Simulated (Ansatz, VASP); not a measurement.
# Cs in VASP and in Ansatz

```
CELL_PARAMETERS angstrom
-3.08178 3.08178 3.08178
3.08178 -3.08178 3.08178
3.08178 3.08178 -3.08178
ATOMIC_POSITIONS crystal
Cs 0.00000 0.00000 0.00000
```

Change from the starting cell: volume scaled by 1.06, PAW files.

Alike in both runs: task electric field gradients; functional PBE; k mesh 9 × 9 × 9; occupations fermi-dirac, width 0.05 eV; no spin polarisation.

|  | VASP | Ansatz |
| --- | --- | --- |
| version | VASP 6.6.1 | Ansatz 0.2.0 |
| potentials or method | VASP PAW PBE potentials, release 64 (Cs_sv) | PAW with Ansatz's default frozen-core files, scalar-relativistic |
| plane-wave cutoff (eV) | 520 | 420 |
| valence electrons in the cell | 9 | 9 |

```tsv
	VASP	Ansatz	Ansatz less VASP
pressure (GPa)	0.0	0.0	+0.01
```

Spin-orbit coupling is off throughout.
